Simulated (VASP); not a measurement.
# TaN (P1) in VASP: relaxation of cell and atoms with PBE

Aim: the relaxation of cell and atoms of TaN with PBE.

Program: VASP 6.6.1. These are calculated values, not measurements. Logs are shortened: lines on timing, memory, paths and dates and some standing lists are left out, and cuts for length are marked.

### 1 The cell of the first run

The typed cell holds 2 atoms: a = 2.950 Å, b = 2.950 Å, c = 2.898 Å, α = 90.00°, β = 90.00°, γ = 120.00°.

### 2 Relaxation of cell and atoms, PBE (all Ta atoms moved 0.8 Å in one direction)

INCAR

```
SYSTEM = TaN
ALGO = Normal
EDIFF = 1E-6
EDIFFG = -0.01
ENCUT = 600
GGA = PE
IBRION = 2
ISIF = 3
ISMEAR = 0
LASPH = .TRUE.
LCHARG = .FALSE.
LREAL = .FALSE.
LWAVE = .FALSE.
NELM = 100
NSW = 100
PREC = Accurate
SIGMA = 0.15
```

KPOINTS

```
k-points
0
G
  15 15 12
  0 0 0
```

POSCAR

```
TaN
1.0
    2.9501846797      0.0000000000      0.0000000000
   -1.4750923398      2.5549348785      0.0000000000
    0.0000000000      0.0000000000      2.8977716014
Ta N
1 1
Direct
    0.3758930663      0.7163877855      0.6296446095
   -0.0425597329     -0.0497211188     -0.1296446095
```

Potentials or basis: VASP PAW PBE potentials, release 64 (Ta_pv, N).

Launch:

```console
cat potpaw_PBE.64/Ta_pv/POTCAR potpaw_PBE.64/N/POTCAR > POTCAR
mpirun -np 1 vasp_std > vasp.out
```

OUTCAR:

```text
SYSTEM = TaN
   EDIFF = 1E-6
   EDIFFG = -0.01
   ENCUT = 600
   GGA = PE
   IBRION = 2
   ISIF = 3
   ISMEAR = 0
   LASPH = .TRUE.
   LREAL = .FALSE.
   NELM = 100
   NSW = 100
   PREC = Accurate

 ion  position               nearest neighbor table
   1  0.376  0.716  0.630-   2 1.65   2 1.83   2 2.08   2 2.66
   2  0.957  0.950  0.870-   1 1.65   1 1.83   1 2.08   1 2.66

  LATTYP: Found a hexagonal cell.
 ALAT       =     2.9501846797
 C/A-ratio  =     0.9822339670

  Lattice vectors:

 A1 = (   2.9501846797,   0.0000000000,   0.0000000000)
 A2 = (  -1.4750923398,   2.5549348785,   0.0000000000)
 A3 = (   0.0000000000,   0.0000000000,   2.8977716014)

Analysis of symmetry for initial positions (statically):
=====================================================================
 Subroutine PRICEL returns:
 Original cell was already a primitive cell.

 Routine SETGRP: Setting up the symmetry group for a
 hexagonal supercell.

 Subroutine GETGRP returns: Found  1 space group operations
 (whereof  1 operations were pure point group operations)
 out of a pool of 24 trial point group operations.

The static configuration has the point symmetry C_1 .

Analysis of symmetry for dynamics (positions and initial velocities):
=====================================================================
 Subroutine PRICEL returns:
 Original cell was already a primitive cell.

 Routine SETGRP: Setting up the symmetry group for a
 hexagonal supercell.

 Subroutine GETGRP returns: Found  1 space group operations
 (whereof  1 operations were pure point group operations)
 out of a pool of 24 trial point group operations.

The dynamic configuration has the point symmetry C_1 .

 Subroutine INISYM returns: Found  1 space group operations
 (whereof  1 operations are pure point group operations),
 and found     1 'primitive' translations

----------------------------------------------------------------------------------------

                                     Primitive cell

  volume of cell :      21.8420

  direct lattice vectors                    reciprocal lattice vectors
     2.950184680  0.000000000  0.000000000     0.338961831  0.195699704  0.000000000
    -1.475092340  2.554934879  0.000000000     0.000000000  0.391399408  0.000000000
     0.000000000  0.000000000  2.897771601     0.000000000  0.000000000  0.345092760

  length of vectors
     2.950184680  2.950184680  2.897771601     0.391399408  0.391399408  0.345092760

  position of ions in fractional coordinates (direct lattice)
     0.375893066  0.716387785  0.629644609
     0.957440267  0.950278881  0.870355391

  ion indices of the primitive-cell ions
   primitive index   ion index
                 1           1
                 2           2

----------------------------------------------------------------------------------------

 KPOINTS: k-points

Automatic generation of k-mesh.
 Grid dimensions read from file:
 generate k-points for:   15   15   12

 Generating k-lattice:

  Cartesian coordinates                     Fractional coordinates (reciprocal lattice)
     0.022597455  0.013046647  0.000000000     0.066666667  0.000000000  0.000000000
     0.000000000  0.026093294  0.000000000     0.000000000  0.066666667  0.000000000
     0.000000000  0.000000000  0.028757730     0.000000000  0.000000000  0.083333333

  Length of vectors
     0.026093294  0.026093294  0.028757730

  Shift w.r.t. Gamma in fractional coordinates (k-lattice)
     0.000000000  0.000000000  0.000000000

 Subroutine IBZKPT returns following result:
 ===========================================

 Found   1351 irreducible k-points:

 Following reciprocal coordinates:
            Coordinates               Weight
  0.000000  0.000000  0.000000      1.000000
  0.066667  0.000000  0.000000      2.000000
  0.000000  0.066667  0.000000      2.000000
 -0.066667  0.066667  0.000000      2.000000
  0.133333  0.000000  0.000000      2.000000
  0.000000  0.133333  0.000000      2.000000
[... 16 lines left out ...]
  0.066667  0.066667  0.000000      2.000000
 -0.066667  0.133333  0.000000      2.000000
 [... further k-points ...]
   k-points           NKPTS =   1351   k-points in BZ     NKDIM =   1351   number of bands    NBANDS=     12
   number of dos      NEDOS =    301   number of ions     NIONS =      2
   total plane-waves  NPLWV =  13824
   dimension x,y,z NGX =    24 NGY =   24 NGZ =   24
   dimension x,y,z NGXF=    48 NGYF=   48 NGZF=   48
   ions per type =               1   1
   NGX,Y,Z   is equivalent  to a cutoff of  13.52, 13.52, 13.77 a.u.
   NGXF,Y,Z  is equivalent  to a cutoff of  27.05, 27.05, 27.54 a.u.
 SYSTEM =  TaN
   PREC   = accura    normal or accurate (medium, high low for compatibility)
   ISTART =      0    job   : 0-new  1-cont  2-samecut
   ICHARG =      2    charge: 1-file 2-atom 10-const
   ISPIN  =      1    spin polarized calculation?
   LNONCOLLINEAR =      F non collinear calculations
   LSORBIT =      F    spin-orbit coupling
   LASPH  =      T    aspherical Exc in radial PAW
   ENCUT  =  600.0 eV  44.10 Ry    6.64 a.u.   5.89  5.89  5.79*2*pi/ulx,y,z
   NELM   =    100;   NELMIN=  2; NELMDL= -5     # of ELM steps
   EDIFF  = 0.1E-05   stopping-criterion for ELM
   LREAL  =      F    real-space projection
   EDIFFG = -.1E-01   stopping-criterion for IOM
   NSW    =    100    number of steps for IOM
   IBRION =      2    ionic relax: 0-MD 1-quasi-New 2-CG
   NFREE  =      1    steps in history (QN), initial steepest desc. (CG)
   ISIF   =      3    stress and relaxation
   ISYM   =      2    0-nonsym 1-usesym 2-fastsym
   POTIM  = 0.5000    time-step for ionic-motion
   TEBEG  =    0.0;   TEEND  =   0.0 temperature during run
   PSTRESS=    0.0 pullay stress
   NELECT =      16.0000    total number of electrons
   NUPDOWN=      -1.0000    fix difference up-down
   EMIN   =  10.00;   EMAX   =-10.00  energy-range for DOS
   EFERMI =   0.00;   METHOD = LEGACY
   ISMEAR =     0;   SIGMA  =   0.15  broadening in eV -4-tet -1-fermi 0-gaus
   EFERMI_NEDOS =   21; number of points for ismear=-14 and -15
   IALGO  =     38    algorithm
   IMIX   =      4    mixing-type and parameters
     AMIX     =   0.40;   BMIX     =  1.00
     AMIX_MAG =   1.60;   BMIX_MAG =  1.00
  volume/ion in A,a.u.               =      10.92        73.70
  Fermi-wavevector in a.u.,A,eV,Ry     =   1.475765  2.788791 29.631873  2.177881
  Thomas-Fermi vector in A             =   2.590374
   LORBIT       =      0    0 simple, 1 ext, 2 COOP (PROOUT), +10 PAW based schemes
   GGA     = PE    functional components
   LHFCALC =     F    Hartree Fock is set to
   AEXX    =    0.0000 exact exchange contribution
   IVDW    =     0    specifies the selected vdW correction
   LEPSILON=     F    determine dielectric tensor
   LRPA    =     F    only Hartree local field effects (RPA)
 conjugate gradient relaxation of ions
 non-spin polarized calculation
 Gauss-broadening in eV      SIGMA  =   0.15
  energy-cutoff  :      600.00
  volume of cell :       21.84
 maximum number of plane-waves:       742
   NGX = 11   NGY = 11   NGZ = 11

--------------------------------------- Ionic step        1  -------------------------------------------

 number of electron      16.0000000 magnetization

 Free energy of the ion-electron system (eV)
  ---------------------------------------------------
  ext. energy  EPLUGINS =         0.00000000
  ---------------------------------------------------
  free energy    TOTEN  =       -17.56712068 eV

  energy without entropy =      -17.55796105  energy(sigma->0) =      -17.56254087

------------------------ aborting loop because EDIFF is reached ----------------------------------------

  FORCE on cell =-STRESS in cart. coord.  units (eV):
  Direction    XX          YY          ZZ          XY          YZ          ZX
  --------------------------------------------------------------------------------------
  -------------------------------------------------------------------------------------
  Total       28.2808044     10.7274317      9.8321306      4.6877507      4.8292773      4.4787507
  in kB     2074.4795155    786.8884150    721.2154621    343.8601897    354.2415759    328.5294306
  external PRESSURE =    1194.1944642 kB  Pullay stress =       0.0000000 kB
[... 59 lines left out ...]
--------------------------------------- Ionic step        3  -------------------------------------------

 number of electron      15.9999998 magnetization

 E-fermi :   1.8560     XC(G=0):  -9.4322

 val. band max:        1.8541212159   @ k =  -0.0667  -0.4667   0.5000
 cond. band min:       1.8561232317   @ k =   0.0000   0.2000   0.3333
 fundamental gap:      0.0020020158
 Fermi energy:         1.8559554616

 k-point     1 :       0.0000    0.0000    0.0000
  band No.  band energies     occupation
      1     -34.3808      2.00000
      2     -34.2649      2.00000
      3     -34.2457      2.00000
      4     -12.0389      2.00000
      5      -0.7115      2.00000
      6      -0.4916      2.00000
      7      -0.0928      2.00000
      8       0.2126      2.00000
      9       0.6767      2.00000
     10       2.8954      0.00000
     11       2.9125      0.00000
     12       3.4471      0.00000
[... 331 lines left out ...]
 k-point    24 :      -0.0667    0.1333    0.0000
  band No.  band energies     occupation
      1     -34.3818      2.00000
      2     -34.2743      2.00000
      3     -34.2470      2.00000
      4     -11.9355      2.00000
      5      -1.4279      2.00000
      6      -0.6566      2.00000
      7      -0.2763      2.00000
      8       0.4108      2.00000
      9       1.2931      2.00000
     10       2.6192      0.00000
     11       2.9915      0.00000
     12       3.7950      0.00000

 [... further k-points ...]
[... 5 lines left out ...]
  --------------------------------------------------------------------------------------
  -------------------------------------------------------------------------------------
  Total      -10.4687499    -13.5897200    -14.1787512      3.9792748     -0.2550989     -1.9220479
  in kB     -362.9628481   -471.1702486   -491.5925948    137.9657496     -8.8445531    -66.6394721
  external PRESSURE =    -441.9085638 kB  Pullay stress =       0.0000000 kB
[... 17 lines left out ...]
  FREE ENERGIE OF THE ION-ELECTRON SYSTEM (eV)
  ---------------------------------------------------
  free  energy   TOTEN  =       -16.6246313549 eV

  energy  without entropy=      -16.5977448109  energy(sigma->0) =      -16.61118808

 E-fermi :   2.7929     XC(G=0): -10.0899

 val. band max:        2.7924700286   @ k =  -0.4667   0.1333  -0.4167
 cond. band min:       2.7933973719   @ k =   0.3333   0.2000   0.3333
 fundamental gap:      0.0009273434
 Fermi energy:         2.7929335483

 k-point     1 :       0.0000    0.0000    0.0000
  band No.  band energies     occupation
      1     -33.2526      2.00000
      2     -33.1203      2.00000
      3     -33.0909      2.00000
      4     -11.5256      2.00000
      5      -0.3321      2.00000
      6       0.0827      2.00000
      7       0.2574      2.00000
      8       1.1983      2.00000
      9       1.9034      2.00000
     10       3.9736      0.00000
     11       4.4770      0.00000
     12       4.9773      0.00000
[... 331 lines left out ...]
 k-point    24 :      -0.0667    0.1333    0.0000
  band No.  band energies     occupation
      1     -33.2529      2.00000
      2     -33.1191      2.00000
      3     -33.1116      2.00000
      4     -11.3983      2.00000
      5      -0.8857      2.00000
      6      -0.2235      2.00000
      7       0.4284      2.00000
      8       1.4271      2.00000
      9       2.1522      2.00000
     10       3.7433      0.00000
     11       4.4436      0.00000
     12       5.3060      0.00000

 [... further k-points ...]

[... ionic steps 4 to 15 ...]

--------------------------------------- Ionic step       16  -------------------------------------------

 number of electron      16.0000001 magnetization

------------------------ aborting loop because EDIFF is reached ----------------------------------------
[... 67 lines left out ...]
--------------------------------------- Ionic step       18  -------------------------------------------

 number of electron      16.0000001 magnetization

 Free energy of the ion-electron system (eV)
  ---------------------------------------------------
  ext. energy  EPLUGINS =         0.00000000
  ---------------------------------------------------
  free energy    TOTEN  =       -22.44877583 eV

  energy without entropy =      -22.44817473  energy(sigma->0) =      -22.44847528

 E-fermi :   8.0890     XC(G=0): -13.2627

 val. band max:        8.0740301978   @ k =   0.0000   0.0000   0.4167
 cond. band min:       8.1610963272   @ k =  -0.0667   0.0667   0.5000
 fundamental gap:      0.0870661294
 Fermi energy:         8.0890214680

 k-point     1 :       0.0000    0.0000    0.0000
  band No.  band energies     occupation
      1     -26.7990      2.00000
      2     -26.5397      2.00000
      3     -26.5387      2.00000
      4      -9.5687      2.00000
      5       3.6043      2.00000
      6       3.6102      2.00000
      7       3.9537      2.00000
      8       5.1808      2.00000
      9      10.2032      0.00000
     10      11.6006      0.00000
     11      11.6079      0.00000
     12      12.0100      0.00000
[... 331 lines left out ...]
 k-point    24 :      -0.0667    0.1333    0.0000
  band No.  band energies     occupation
      1     -26.7821      2.00000
      2     -26.6700      2.00000
      3     -26.5694      2.00000
      4      -9.3061      2.00000
      5       2.8713      2.00000
      6       3.7950      2.00000
      7       4.3060      2.00000
      8       4.8154      2.00000
      9      10.9413      0.00000
     10      11.2581      0.00000
     11      11.6639      0.00000
     12      11.8560      0.00000

 [... further k-points ...]
[... 5 lines left out ...]
  --------------------------------------------------------------------------------------
  -------------------------------------------------------------------------------------
  Total       -0.0029244     -0.0168923     -0.0068855     -0.0126035      0.0091638     -0.0130511
  in kB       -0.2141309     -1.2368963     -0.5041702     -0.9228609      0.6709951     -0.9556303
  external PRESSURE =      -0.6517325 kB  Pullay stress =       0.0000000 kB
[... 17 lines left out ...]
  FREE ENERGIE OF THE ION-ELECTRON SYSTEM (eV)
  ---------------------------------------------------
  free  energy   TOTEN  =       -22.4487758291 eV

  energy  without entropy=      -22.4481747304  energy(sigma->0) =      -22.44847528

 reached required accuracy - stopping structural energy minimisation
```

Wall time 43 min (1 thread of Intel Xeon Platinum 8259CL at 2.50GHz (Skylake/Cascade Lake), shared host); peak memory 0.65 GiB.

What came out:

```yaml
Free_energy: -22.4488 eV
Relaxed_volume: 10.94 Å³/atom
Relaxed_cell: a = 2.951 Å, b = 2.951 Å, c = 2.900 Å, α = 90.02°, β = 89.98°, γ = 119.98°
Space_group_after_relaxing_to_0.05_Å: P-6m2 (No. 187)
Energy_gained_by_relaxing: 2440.8 meV/atom
Ionic_steps: 18
Pressure_after_relaxing: -0.1 GPa
Largest_force_after_relaxing: 0.006 eV/Å
Band_gap_on_the_k_mesh: zero (band 8 reaches 8.32 eV, above the bottom of band 9 at 8.02 eV)
```

Forces in eV/Å, atoms in the order of the input:
```
Ta  -0.002 -0.002 -0.005
N    0.002  0.002  0.005
```

Step by step:
```
step  energy change (eV)  largest force (eV/Å)  pressure (GPa)  volume (Å³)
   1              0.0000               13.3669          119.42        21.84
   2              3.0751                2.0026          -41.48        56.12
   3              0.9425                2.1111          -44.19        46.21
   4             -0.4356                1.8901          -43.93        40.12
   5             -2.6379                1.3101          -30.82        30.23
   6             -3.1574                4.4858           -3.00        25.85
   7             -3.9365                0.7816          -39.13        26.68
   8             -3.9481                1.0745          -37.07        26.55
   9             -4.6889                0.2972           -3.85        22.38
  10             -4.6889                0.2942           -3.53        22.36
  11             -4.8314                0.3604           -1.18        22.02
  12             -4.8729                0.4064            2.27        21.75
  13             -4.8733                0.4078            2.84        21.71
  14             -4.8800                0.1484           -1.47        21.97
  15             -4.8800                0.1519           -1.44        21.97
  16             -4.8815                0.0158            0.08        21.87
  17             -4.8816                0.0066            0.21        21.86
  18             -4.8817                0.0059           -0.07        21.88
```

Final structure:
```xyz
2
Lattice="2.9514 -0.0019 -0.0044 -1.4730 2.5575 0.0020 0.0052 -0.0005 2.8999" Properties=species:S:1:pos:R:3 pbc="T T T"
Ta    0.0045    1.7042    1.4500
N     1.4836    2.5550    2.8973
```

Caveat: the cell differs from its parent crystal (all Ta atoms moved 0.8 Å in one direction); spin-orbit coupling is left out, which moves the levels of the heavy elements.
